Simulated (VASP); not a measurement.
# Mg (P6/mmm) in VASP: notebook

Mg is run at these levels: PBE; tasks: single point.

Program: VASP 6.6.1. These are calculated values, not measurements. Logs are shortened: lines on timing, memory, paths and dates and some standing lists are left out, and cuts for length are marked.

**1. The cell of the first run**

Symmetry: P6/mmm, No. 191, hexagonal system. The conventional cell has a = 2.401 Å, b = 2.401 Å, c = 2.212 Å, α = 90.00°, β = 90.00°, γ = 120.00°. Within 2.9 Å of Mg (site symmetry 6/mmm) lie 8 Mg at 2.21 to 2.40 Å.

**2. Single point, PBE**

The input, INCAR:

```
ALGO = Normal
EDIFF = 1E-6
ENCUT = 520
GGA = PE
ISIF = 2
ISMEAR = -1
LASPH = T
LCHARG = F
LREAL = F
LWAVE = F
NBANDS = 7
NELM = 100
PREC = Accurate
SIGMA = 0.1
```

The input, KPOINTS:

```
k-points
0
Gamma
  14 14 13
```

The input, POSCAR:

```
Mg
1.0
    2.4013257785      0.0000000000      0.0000000000
   -1.2006628893      2.0796091269      0.0000000000
    0.0000000000      0.0000000000      2.2117096066
Mg
1
Direct
    0.0000000000      0.0000000000      0.0000000000
```

Potentials or basis: VASP PAW PBE potentials, release 64 (Mg).

Command:

```sh
> cat potpaw_PBE.64/Mg/POTCAR > POTCAR
> mpirun -np 1 vasp_std > vasp.out
```

OUTCAR:

```text
EDIFF = 1E-6
   ENCUT = 520
   GGA = PE
   ISIF = 2
   ISMEAR = -1
   LASPH = T
   LREAL = F
   NELM = 100
   PREC = Accurate

 ion  position               nearest neighbor table
   1  0.000  0.000  0.000-

  LATTYP: Found a hexagonal cell.
 ALAT       =     2.4013257785
 C/A-ratio  =     0.9210368815

  Lattice vectors:

 A1 = (   2.4013257785,   0.0000000000,   0.0000000000)
 A2 = (  -1.2006628893,   2.0796091269,   0.0000000000)
 A3 = (   0.0000000000,   0.0000000000,   2.2117096066)

Analysis of symmetry for initial positions (statically):
=====================================================================
 Subroutine PRICEL returns:
 Original cell was already a primitive cell.

 Routine SETGRP: Setting up the symmetry group for a
 hexagonal supercell.

 Subroutine GETGRP returns: Found 24 space group operations
 (whereof 24 operations were pure point group operations)
 out of a pool of 24 trial point group operations.

The static configuration has the point symmetry D_6h.

Analysis of symmetry for dynamics (positions and initial velocities):
=====================================================================
 Subroutine PRICEL returns:
 Original cell was already a primitive cell.

 Routine SETGRP: Setting up the symmetry group for a
 hexagonal supercell.

 Subroutine GETGRP returns: Found 24 space group operations
 (whereof 24 operations were pure point group operations)
 out of a pool of 24 trial point group operations.

The dynamic configuration has the point symmetry D_6h.

 Subroutine INISYM returns: Found 24 space group operations
 (whereof 24 operations are pure point group operations),
 and found     1 'primitive' translations

----------------------------------------------------------------------------------------

                                     Primitive cell

  volume of cell :      11.0449

  direct lattice vectors                    reciprocal lattice vectors
     2.401325778  0.000000000  0.000000000     0.416436624  0.240429797  0.000000000
    -1.200662889  2.079609127  0.000000000     0.000000000  0.480859594  0.000000000
     0.000000000  0.000000000  2.211709607     0.000000000  0.000000000  0.452138923

  length of vectors
     2.401325778  2.401325778  2.211709607     0.480859594  0.480859594  0.452138923

  position of ions in fractional coordinates (direct lattice)
     0.000000000  0.000000000  0.000000000

[... 69 lines left out ...]
   ISPIN  =      1    spin polarized calculation?
   LNONCOLLINEAR =      F non collinear calculations
   LSORBIT =      F    spin-orbit coupling
   LASPH  =      T    aspherical Exc in radial PAW
   ENCUT  =  520.0 eV  38.22 Ry    6.18 a.u.   4.46  4.46  4.11*2*pi/ulx,y,z
   NELM   =    100;   NELMIN=  2; NELMDL= -5     # of ELM steps
   EDIFF  = 0.1E-05   stopping-criterion for ELM
   LREAL  =      F    real-space projection
   EDIFFG = 0.1E-04   stopping-criterion for IOM
   NSW    =      0    number of steps for IOM
   IBRION =     -1    ionic relax: 0-MD 1-quasi-New 2-CG
   NFREE  =      0    steps in history (QN), initial steepest desc. (CG)
   ISIF   =      2    stress and relaxation
   ISYM   =      2    0-nonsym 1-usesym 2-fastsym
   POTIM  = 0.5000    time-step for ionic-motion
   TEBEG  =    0.0;   TEEND  =   0.0 temperature during run
   PSTRESS=    0.0 pullay stress
   NELECT =       2.0000    total number of electrons
   NUPDOWN=      -1.0000    fix difference up-down
   EMIN   =  10.00;   EMAX   =-10.00  energy-range for DOS
   EFERMI =   0.00;   METHOD = LEGACY
   ISMEAR =    -1;   SIGMA  =   0.10  broadening in eV -4-tet -1-fermi 0-gaus
   EFERMI_NEDOS =   21; number of points for ismear=-14 and -15
   IALGO  =     38    algorithm
   IMIX   =      4    mixing-type and parameters
     AMIX     =   0.40;   BMIX     =  1.00
     AMIX_MAG =   1.60;   BMIX_MAG =  1.00
  volume/ion in A,a.u.               =      11.04        74.53
  Fermi-wavevector in a.u.,A,eV,Ry     =   0.926185  1.750236 11.671338  0.857819
  Thomas-Fermi vector in A             =   2.052120
   LORBIT       =      0    0 simple, 1 ext, 2 COOP (PROOUT), +10 PAW based schemes
   GGA     = PE    functional components
   LHFCALC =     F    Hartree Fock is set to
   AEXX    =    0.0000 exact exchange contribution
   IVDW    =     0    specifies the selected vdW correction
   LEPSILON=     F    determine dielectric tensor
   LRPA    =     F    only Hartree local field effects (RPA)
 non-spin polarized calculation
  energy-cutoff  :      520.00
  volume of cell :       11.04
 maximum number of plane-waves:       314
 NGX is ok and might be reduce to    18
   NGX =  9   NGY =  9   NGZ =  9

 number of electron       2.0000000 magnetization

 Free energy of the ion-electron system (eV)
  ---------------------------------------------------
  ext. energy  EPLUGINS =         0.00000000
  ---------------------------------------------------
  free energy    TOTEN  =         1.25609227 eV

  energy without entropy =        1.26423935  energy(sigma->0) =        1.26016581

 E-fermi :   8.0669     XC(G=0): -11.1068

 val. band max:        8.0327824523   @ k =   0.3571   0.2857   0.1538
 cond. band min:       8.0921982227   @ k =   0.4286   0.0000   0.0000
 fundamental gap:      0.0594157704
 Fermi energy:         8.0668929673

 k-point     1 :       0.0000    0.0000    0.0000
  band No.  band energies     occupation
      1      -2.6570      2.00000
      2      20.4704      0.00000
      3      25.1649      0.00000
      4      25.1649      0.00000
      5      26.7188      0.00000
      6      28.7833      0.00000
      7      31.5813      0.00000
[... 221 lines left out ...]
 k-point    24 :       0.3571    0.2857    0.0000
  band No.  band energies     occupation
      1       6.3941      2.00000
      2       7.4187      1.99694
      3      11.7409      0.00000
      4      31.5835      0.00000
      5      31.7534      0.00000
      6      33.2860      0.00000
      7      34.6771      0.00000

 [... further k-points ...]
[... 5 lines left out ...]
  --------------------------------------------------------------------------------------
  -------------------------------------------------------------------------------------
  Total        7.6142060      7.6142060      7.5259754     -0.0000000     -0.0000000     -0.0000000
  in kB     1104.5218316   1104.5218316   1091.7230349     -0.0000000     -0.0000000     -0.0000000
  external PRESSURE =    1100.2555660 kB  Pullay stress =       0.0000000 kB

 VOLUME and BASIS-vectors are now :
 -----------------------------------------------------------------------------
  energy-cutoff  :      520.00
  volume of cell :       11.04
      direct lattice vectors                 reciprocal lattice vectors
     2.401325778  0.000000000  0.000000000     0.416436624  0.240429797  0.000000000
    -1.200662889  2.079609127  0.000000000     0.000000000  0.480859594  0.000000000
     0.000000000  0.000000000  2.211709607     0.000000000  0.000000000  0.452138923

 POSITION                                       TOTAL-FORCE (eV/Angst)
 -----------------------------------------------------------------------------------
      0.00000      0.00000      0.00000        -0.000000      0.000000      0.000000
 -----------------------------------------------------------------------------------
    total drift:                                0.000000      0.000000      0.000000

  FREE ENERGIE OF THE ION-ELECTRON SYSTEM (eV)
  ---------------------------------------------------
  free  energy   TOTEN  =         1.2560922697 eV

  energy  without entropy=        1.2642393490  energy(sigma->0) =        1.26016581
```

OSZICAR:

```text
N       E                     dE             d eps       ncg     rms          rms(c)
DAV:   1     0.217728586631E+01    0.21773E+01   -0.99796E+02  2625   0.214E+02
DAV:   2     0.117478956942E+01   -0.10025E+01   -0.97871E+00  3409   0.158E+01
DAV:   3     0.117237207208E+01   -0.24175E-02   -0.24170E-02  2814   0.846E-01
DAV:   4     0.117237015316E+01   -0.19189E-05   -0.19191E-05  3353   0.170E-02
DAV:   5     0.117237015021E+01   -0.29509E-08   -0.34183E-08  2856   0.552E-04    0.101E+00
DAV:   6     0.122330898950E+01    0.50939E-01   -0.90129E-04  2765   0.175E-01    0.643E-01
DAV:   7     0.125589302178E+01    0.32584E-01   -0.29684E-03  2793   0.302E-01    0.275E-02
DAV:   8     0.125609074683E+01    0.19773E-03   -0.61541E-05  2751   0.443E-02    0.617E-03
DAV:   9     0.125609259053E+01    0.18437E-05   -0.14240E-06  3164   0.591E-03    0.967E-04
DAV:  10     0.125609226970E+01   -0.32083E-06   -0.10181E-07  1512   0.205E-03
   1 F= 0.12560923E+01 E0= 0.12601658E+01  d E =-.814708E-02
```

Wall time 8.5 s (1 thread of AMD EPYC 7R13 (Zen 3), shared host); peak memory 0.09 GiB.

What came out:

| Quantity | Value |
| --- | --- |
| Free energy | 1.2561 eV |
| Pressure | 110.0 GPa |
| Band gap on the k mesh | zero (band 1 reaches 11.62 eV, above the bottom of band 2 at 6.22 eV) |

Stress tensor (GPa, compression positive):
```
110.45   0.00   0.00
  0.00 110.45   0.00
  0.00   0.00 109.17
```

(Continued in part 2 of 3.)
